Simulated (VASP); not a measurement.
# Cs3Hf (Pm-3m) in VASP: further runs

Runs on Cs3Hf. Level: PBE. Tasks: relaxation of cell and atoms, single point.

Everything below comes from runs of VASP 6.6.1. Logs are shortened: lines on timing, memory, paths and dates and some standing lists are left out, and cuts for length are marked.

### 1 The cell of the first run

The structure is cubic, space group Pm-3m (No. 221). The conventional cell has a = 5.342 Å, b = 5.342 Å, c = 5.342 Å, α = 90.00°, β = 90.00°, γ = 90.00°. Within 5.0 Å of Cs (site symmetry 4/mmm) lie 8 Cs at 3.78 Å and 4 Hf at 3.78 Å. Within 5.0 Å of Hf (site symmetry m-3m) lie 12 Cs at 3.78 Å.

### 2 Relaxation of cell and atoms, PBE

Contents of INCAR:

```
  PREC = Accurate
  ENCUT = 600
  EDIFF = 1E-7
  ISMEAR = 0
  SIGMA = 0.1
  LREAL = F
  LASPH = T
  NELM = 100
  ALGO = Normal
  ISIF = 3
  LWAVE = F
  LCHARG = F
  GGA = PE
  IBRION = 2
  NSW = 90
  EDIFFG = -0.04
```

Contents of KPOINTS:

```
regular mesh
0
Gamma
  4 4 4
```

Contents of POSCAR:

```
Cs3Hf
1.0
    5.3415385692      0.0000000000      0.0000000000
    0.0000000000      5.3415385692      0.0000000000
    0.0000000000      0.0000000000      5.3415385692
Cs Hf
3 1
Direct
    0.0000000000      0.5000000000      0.5000000000
    0.5000000000      0.0000000000      0.5000000000
    0.5000000000      0.5000000000      0.0000000000
    0.0000000000      0.0000000000      0.0000000000
```

Potentials or basis: VASP PAW PBE potentials, release 64 (Cs_sv, Hf_pv).

The run is started by

```console
cat potpaw_PBE.64/Cs_sv/POTCAR potpaw_PBE.64/Hf_pv/POTCAR > POTCAR
mpirun -np 1 vasp_std > vasp.out
```

OUTCAR:

```text
PREC = Accurate
   ENCUT = 600
   EDIFF = 1E-7
   ISMEAR = 0
   LREAL = F
   LASPH = T
   NELM = 100
   ISIF = 3
   GGA = PE
   IBRION = 2
   NSW = 90
   EDIFFG = -0.04

 ion  position               nearest neighbor table
   1  0.000  0.500  0.500-
   2  0.500  0.000  0.500-
   3  0.500  0.500  0.000-
   4  0.000  0.000  0.000-

  LATTYP: Found a simple cubic cell.
 ALAT       =     5.3415385692

  Lattice vectors:

 A1 = (   5.3415385692,   0.0000000000,   0.0000000000)
 A2 = (   0.0000000000,   5.3415385692,   0.0000000000)
 A3 = (   0.0000000000,   0.0000000000,   5.3415385692)

Analysis of symmetry for initial positions (statically):
=====================================================================
 Subroutine PRICEL returns:
 Original cell was already a primitive cell.

 Routine SETGRP: Setting up the symmetry group for a
 simple cubic supercell.

 Subroutine GETGRP returns: Found 48 space group operations
 (whereof 48 operations were pure point group operations)
 out of a pool of 48 trial point group operations.

The static configuration has the point symmetry O_h .

Analysis of symmetry for dynamics (positions and initial velocities):
=====================================================================
 Subroutine PRICEL returns:
 Original cell was already a primitive cell.

 Routine SETGRP: Setting up the symmetry group for a
 simple cubic supercell.

 Subroutine GETGRP returns: Found 48 space group operations
 (whereof 48 operations were pure point group operations)
 out of a pool of 48 trial point group operations.

The dynamic configuration has the point symmetry O_h .

 Subroutine INISYM returns: Found 48 space group operations
 (whereof 48 operations are pure point group operations),
 and found     1 'primitive' translations

----------------------------------------------------------------------------------------

                                     Primitive cell

  volume of cell :     152.4050

  direct lattice vectors                    reciprocal lattice vectors
     5.341538569  0.000000000  0.000000000     0.187211978  0.000000000  0.000000000
     0.000000000  5.341538569  0.000000000     0.000000000  0.187211978  0.000000000
[... 60 lines left out ...]
   dimension x,y,z NGXF=    96 NGYF=   96 NGZF=   96
   ions per type =               3   1
   NGX,Y,Z   is equivalent  to a cutoff of  14.94, 14.94, 14.94 a.u.
   NGXF,Y,Z  is equivalent  to a cutoff of  29.88, 29.88, 29.88 a.u.
 SYSTEM =  unknown system
   PREC   = accura    normal or accurate (medium, high low for compatibility)
   ISTART =      0    job   : 0-new  1-cont  2-samecut
   ICHARG =      2    charge: 1-file 2-atom 10-const
   ISPIN  =      1    spin polarized calculation?
   LNONCOLLINEAR =      F non collinear calculations
   LSORBIT =      F    spin-orbit coupling
   LASPH  =      T    aspherical Exc in radial PAW
   ENCUT  =  600.0 eV  44.10 Ry    6.64 a.u.  10.67 10.67 10.67*2*pi/ulx,y,z
   NELM   =    100;   NELMIN=  2; NELMDL= -5     # of ELM steps
   EDIFF  = 0.1E-06   stopping-criterion for ELM
   LREAL  =      F    real-space projection
   EDIFFG = -.4E-01   stopping-criterion for IOM
   NSW    =     90    number of steps for IOM
   IBRION =      2    ionic relax: 0-MD 1-quasi-New 2-CG
   NFREE  =      1    steps in history (QN), initial steepest desc. (CG)
   ISIF   =      3    stress and relaxation
   ISYM   =      2    0-nonsym 1-usesym 2-fastsym
   POTIM  = 0.5000    time-step for ionic-motion
   TEBEG  =    0.0;   TEEND  =   0.0 temperature during run
   PSTRESS=    0.0 pullay stress
   NELECT =      37.0000    total number of electrons
   NUPDOWN=      -1.0000    fix difference up-down
   EMIN   =  10.00;   EMAX   =-10.00  energy-range for DOS
   EFERMI =   0.00;   METHOD = LEGACY
   ISMEAR =     0;   SIGMA  =   0.10  broadening in eV -4-tet -1-fermi 0-gaus
   EFERMI_NEDOS =   21; number of points for ismear=-14 and -15
   IALGO  =     38    algorithm
   IMIX   =      4    mixing-type and parameters
     AMIX     =   0.40;   BMIX     =  1.00
     AMIX_MAG =   1.60;   BMIX_MAG =  1.00
  volume/ion in A,a.u.               =      38.10       257.12
  Fermi-wavevector in a.u.,A,eV,Ry     =   1.021274  1.929928 14.190891  1.043001
  Thomas-Fermi vector in A             =   2.154890
   LORBIT       =      0    0 simple, 1 ext, 2 COOP (PROOUT), +10 PAW based schemes
   GGA     = PE    functional components
   LHFCALC =     F    Hartree Fock is set to
   AEXX    =    0.0000 exact exchange contribution
   IVDW    =     0    specifies the selected vdW correction
   LEPSILON=     F    determine dielectric tensor
   LRPA    =     F    only Hartree local field effects (RPA)
 conjugate gradient relaxation of ions
 non-spin polarized calculation
 Gauss-broadening in eV      SIGMA  =   0.10
  energy-cutoff  :      600.00
  volume of cell :      152.40
 maximum number of plane-waves:      5112
 NGX is ok and might be reduce to    48
   NGX = 21   NGY = 21   NGZ = 21

--------------------------------------- Ionic step        1  -------------------------------------------

 number of electron      36.9999997 magnetization

 Free energy of the ion-electron system (eV)
  ---------------------------------------------------
  ext. energy  EPLUGINS =         0.00000000
  ---------------------------------------------------
  free energy    TOTEN  =        -6.42425614 eV

  energy without entropy =       -6.38075751  energy(sigma->0) =       -6.40250683

------------------------ aborting loop because EDIFF is reached ----------------------------------------

  FORCE on cell =-STRESS in cart. coord.  units (eV):
  Direction    XX          YY          ZZ          XY          YZ          ZX
  --------------------------------------------------------------------------------------
  -------------------------------------------------------------------------------------
  Total        4.2863666      4.2863666      4.2863666     -0.0000000      0.0000000     -0.0000000
  in kB       45.0609957     45.0609957     45.0609957     -0.0000000      0.0000000     -0.0000000
  external PRESSURE =      45.0609957 kB  Pullay stress =       0.0000000 kB
[... 139 lines left out ...]
--------------------------------------- Ionic step        5  -------------------------------------------

 number of electron      36.9999986 magnetization

 Free energy of the ion-electron system (eV)
  ---------------------------------------------------
  ext. energy  EPLUGINS =         0.00000000
  ---------------------------------------------------
  free energy    TOTEN  =        -7.39579054 eV

  energy without entropy =       -7.33259151  energy(sigma->0) =       -7.36419102

 E-fermi :   1.5317     XC(G=0):  -7.1281

 val. band max:        1.4973346356   @ k =   0.5000   0.5000   0.0000
 cond. band min:       1.5443684369   @ k =   0.5000   0.2500   0.2500
 fundamental gap:      0.0470338013
 Fermi energy:         1.5317335719

 k-point     1 :       0.0000    0.0000    0.0000
  band No.  band energies     occupation
      1     -30.9583      2.00000
      2     -30.9583      2.00000
      3     -30.9583      2.00000
      4     -21.6359      2.00000
      5     -21.5543      2.00000
      6     -21.5543      2.00000
[... 270 lines left out ...]
  FREE ENERGIE OF THE ION-ELECTRON SYSTEM (eV)
  ---------------------------------------------------
  free  energy   TOTEN  =        -7.3957905377 eV

  energy  without entropy=       -7.3325915078  energy(sigma->0) =       -7.36419102

 reached required accuracy - stopping structural energy minimisation
```

Wall time 7.2 min (1 thread of Oxide Virtual Turin-like, shared host); peak memory 0.31 GiB.

What came out:

```
Free energy                           : -7.3958 eV
Relaxed volume                        : 63.84 Å³/atom
Relaxed cell                          : a = 6.344 Å, b = 6.344 Å, c = 6.344 Å, α = 90.00°, β = 90.00°, γ = 90.00°
Space group after relaxing (to 0.1 Å) : Pm-3m (No. 221)
Energy gained by relaxing             : 242.9 meV/atom
Ionic steps                           : 5
Pressure after relaxing               : 0.0 GPa
```

Step by step:
```csv
step,energy change (eV),largest force (eV/Å),pressure (GPa),volume (Å³)
1,0.0000,0.0000,4.51,152.40
2,-0.5211,0.0000,2.42,177.28
3,-0.9203,0.0000,0.58,224.60
4,-0.9687,0.0000,0.12,247.49
5,-0.9715,0.0000,0.00,255.36
```

Final structure:
```cif
data_structure
_symmetry_space_group_name_H-M 'P 1'
_symmetry_Int_Tables_number 1
_cell_length_a 6.3443
_cell_length_b 6.3443
_cell_length_c 6.3443
_cell_angle_alpha 90.000
_cell_angle_beta 90.000
_cell_angle_gamma 90.000
_cell_volume 255.36
loop_
_atom_site_label
_atom_site_type_symbol
_atom_site_fract_x
_atom_site_fract_y
_atom_site_fract_z
_atom_site_occupancy
Cs1 Cs 0.00000 0.50000 0.50000 1
Cs2 Cs 0.50000 0.00000 0.50000 1
Cs3 Cs 0.50000 0.50000 0.00000 1
Hf1 Hf 0.00000 0.00000 0.00000 1
```

Levels at points of the mesh, in eV from the Fermi level:
| k point | band 16 | band 17 | band 18 | band 19 | band 20 | band 21 | band 22 |
| --- | --- | --- | --- | --- | --- | --- | --- |
| (0.00, 0.00, 0.00) | -3.15 | -0.45 | -0.45 | -0.40 | -0.04 | -0.04 | -0.04 |
| (0.50, 0.00, 0.00) | -2.50 | -0.79 | -0.07 | 0.10 | 0.30 | 0.30 | 0.62 |
| (0.50, 0.50, 0.00) | -2.26 | -0.10 | -0.03 | -0.03 | 0.18 | 0.29 | 0.29 |
| (0.50, 0.50, 0.50) | -2.50 | -0.35 | -0.35 | -0.35 | 0.42 | 0.42 | 1.04 |

Caveat: the volume moved by over 15 % at a fixed basis, so the end points are rough; the highest band is partly filled, so the run has too few bands; spin-orbit coupling is left out, which moves the levels of the heavy elements.

### 3 Single point, PBE

This run uses another cell than the first one, of 63.88 Å³/atom.

Contents of INCAR:

```
ALGO = Fast
EDIFF = 1E-7
ENCUT = 520
GGA = PE
ISIF = 2
ISMEAR = 0
LASPH = T
LCHARG = T
LELF = T
LREAL = F
LVHAR = T
LWAVE = F
NBANDS = 26
NELM = 80
PREC = Accurate
SIGMA = 0.1
```

Contents of KPOINTS:

```
k-points
0
Gamma
  8 8 8
```

Contents of POSCAR:

```
Cs3Hf
1.0
    6.3457120131      0.0000000000      0.0000000000
    0.0000000000      6.3457120131      0.0000000000
    0.0000000000      0.0000000000      6.3457120131
Cs Hf
3 1
Direct
    0.0000000000      0.5000000000      0.5000000000
    0.5000000000      0.0000000000      0.5000000000
    0.5000000000      0.5000000000      0.0000000000
    0.0000000000      0.0000000000      0.0000000000
```

Potentials or basis: VASP PAW PBE potentials, release 64 (Cs_sv, Hf_pv).

The run is started by

```console
cat potpaw_PBE.64/Cs_sv/POTCAR potpaw_PBE.64/Hf_pv/POTCAR > POTCAR
mpirun -np 1 vasp_std > vasp.out
```

It took 7.8 min on 1 thread of Oxide Virtual Turin-like, shared host; peak memory 0.41 GiB.

The run converged. Its results:

```
Free energy            : -7.4042 eV
Pressure               : 0.0 GPa
Band gap on the k mesh : zero (an odd number of electrons rules out a gap without spin polarisation)
```

Levels at points of the mesh, in eV from the Fermi level:
```
           k point  band 16  band 17  band 18  band 19  band 20  band 21  band 22  band 23
(0.00, 0.00, 0.00)    -3.16    -0.45    -0.45    -0.43    -0.04    -0.04    -0.04     1.88
(0.50, 0.00, 0.00)    -2.50    -0.81    -0.07     0.10     0.29     0.30     0.30     0.60
(0.50, 0.50, 0.00)    -2.26    -0.10    -0.04    -0.04     0.18     0.29     0.29     0.52
(0.50, 0.50, 0.50)    -2.50    -0.35    -0.35    -0.35     0.43     0.43     1.03     1.03
```

Caveat: spin-orbit coupling is left out, which moves the levels of the heavy elements.

### 4 Single point, PBE

This run uses another cell than the first one, of 63.88 Å³/atom.

Contents of INCAR:

```
SYSTEM = Cs3Hf
  PREC = Accurate
  ENCUT = 520
  EDIFF = 1E-6
  ISMEAR = 0
  SIGMA = 0.1
  LREAL = .FALSE.
  LASPH = .TRUE.
  NELM = 60
  ALGO = Fast
  ISIF = 2
  LWAVE = .FALSE.
  LCHARG = .FALSE.
  GGA = PE
  NBANDS = 26
```

Contents of KPOINTS:

```
Automatic mesh
0
G
  8 8 8
  0 0 0
```

POSCAR is that of step 3.

Potentials or basis: VASP PAW PBE potentials, release 64 (Cs_sv, Hf_pv).

The run is started by

```console
cat potpaw_PBE.64/Cs_sv/POTCAR potpaw_PBE.64/Hf_pv/POTCAR > POTCAR
mpirun -np 1 vasp_std > vasp.out
```

OUTCAR:

```text
SYSTEM = Cs3Hf
   PREC = Accurate
   ENCUT = 520
   EDIFF = 1E-6
   ISMEAR = 0
   LREAL = .FALSE.
   LASPH = .TRUE.
   NELM = 60
   ISIF = 2
   GGA = PE

 ion  position               nearest neighbor table
   1  0.000  0.500  0.500-
   2  0.500  0.000  0.500-
   3  0.500  0.500  0.000-
   4  0.000  0.000  0.000-

  LATTYP: Found a simple cubic cell.
 ALAT       =     6.3457120131
[... 893 lines left out ...]

  FORCE on cell =-STRESS in cart. coord.  units (eV):
  Direction    XX          YY          ZZ          XY          YZ          ZX
  --------------------------------------------------------------------------------------
  -------------------------------------------------------------------------------------
  Total        0.0254574      0.0254574      0.0254574     -0.0000000     -0.0000000     -0.0000000
  in kB        0.1596185      0.1596185      0.1596185     -0.0000000     -0.0000000     -0.0000000
  external PRESSURE =       0.1596185 kB  Pullay stress =       0.0000000 kB

 VOLUME and BASIS-vectors are now :
 -----------------------------------------------------------------------------
  energy-cutoff  :      520.00
  volume of cell :      255.53
      direct lattice vectors                 reciprocal lattice vectors
     6.345712013  0.000000000  0.000000000     0.157586729  0.000000000  0.000000000
     0.000000000  6.345712013  0.000000000     0.000000000  0.157586729  0.000000000
     0.000000000  0.000000000  6.345712013     0.000000000  0.000000000  0.157586729

 POSITION                                       TOTAL-FORCE (eV/Angst)
 -----------------------------------------------------------------------------------
      0.00000      3.17286      3.17286         0.000000      0.000000      0.000000
      3.17286      0.00000      3.17286         0.000000      0.000000      0.000000
      3.17286      3.17286      0.00000         0.000000      0.000000      0.000000
      0.00000      0.00000      0.00000         0.000000      0.000000      0.000000
 -----------------------------------------------------------------------------------
    total drift:                                0.000000     -0.000000     -0.000000

  FREE ENERGIE OF THE ION-ELECTRON SYSTEM (eV)
  ---------------------------------------------------
  free  energy   TOTEN  =        -7.4042321646 eV

  energy  without entropy=       -7.3362316493  energy(sigma->0) =       -7.37023191
```

OSZICAR:

```text
N       E                     dE             d eps       ncg     rms          rms(c)
DAV:   1     0.223931563404E+03    0.22393E+03   -0.15105E+04  2076   0.111E+03
DAV:   2     0.152063495542E+02   -0.20873E+03   -0.20483E+03  2456   0.210E+02
DAV:   3    -0.792271852486E+01   -0.23129E+02   -0.22955E+02  2434   0.615E+01
DAV:   4    -0.836393369870E+01   -0.44122E+00   -0.43819E+00  2276   0.101E+01
DAV:   5    -0.837001329361E+01   -0.60796E-02   -0.60549E-02  2328   0.107E+00    0.149E+01
RMM:   6    -0.763056796970E+01    0.73945E+00   -0.63328E+00  2417   0.400E+00    0.349E+00
RMM:   7    -0.741930915259E+01    0.21126E+00   -0.32554E-01  2083   0.188E+00    0.546E+00
RMM:   8    -0.740499617027E+01    0.14313E-01   -0.22578E-01  2404   0.154E+00    0.169E+00
RMM:   9    -0.740280075127E+01    0.21954E-02   -0.42392E-02  2466   0.688E-01    0.573E-01
RMM:  10    -0.740387580104E+01   -0.10750E-02   -0.13122E-02  2482   0.257E-01    0.608E-01
RMM:  11    -0.740452547695E+01   -0.64968E-03   -0.25096E-03  2384   0.153E-01    0.217E-01
RMM:  12    -0.740419778650E+01    0.32769E-03   -0.18804E-03  2417   0.868E-02    0.147E-01
RMM:  13    -0.740421144119E+01   -0.13655E-04   -0.29177E-04  2437   0.378E-02    0.195E-02
RMM:  14    -0.740422788371E+01   -0.16443E-04   -0.15794E-04  2252   0.233E-02    0.184E-02
RMM:  15    -0.740423026459E+01   -0.23809E-05   -0.56415E-05  2114   0.118E-02    0.291E-03
RMM:  16    -0.740423187138E+01   -0.16068E-05   -0.18586E-05  1907   0.604E-03    0.392E-03
RMM:  17    -0.740423216459E+01   -0.29321E-06   -0.41811E-06  1397   0.282E-03
   1 F= -.74042322E+01 E0= -.73702319E+01  d E =-.680005E-01
```

stdout:

```text
POSCAR found type information on POSCAR CsHf
 POSCAR found :  2 types and       4 ions
 scaLAPACK will be used
 LDA part: xc-table for (Slater+PW92), standard interpolation
 POSCAR, INCAR and KPOINTS ok, starting setup
 FFT: planning ... GRIDC
 FFT: planning ... GRID_SOFT
 FFT: planning ... GRID
 WAVECAR not read
 entering main loop
```

Wall time 7.4 min (1 thread of Oxide Virtual Turin-like, shared host); peak memory 0.42 GiB.

Results:

```yaml
Free_energy: -7.4042 eV
Pressure: 0.0 GPa
Band_gap_on_the_k_mesh: zero (an odd number of electrons rules out a gap without spin polarisation)
```

Caveat: spin-orbit coupling is left out, which moves the levels of the heavy elements.
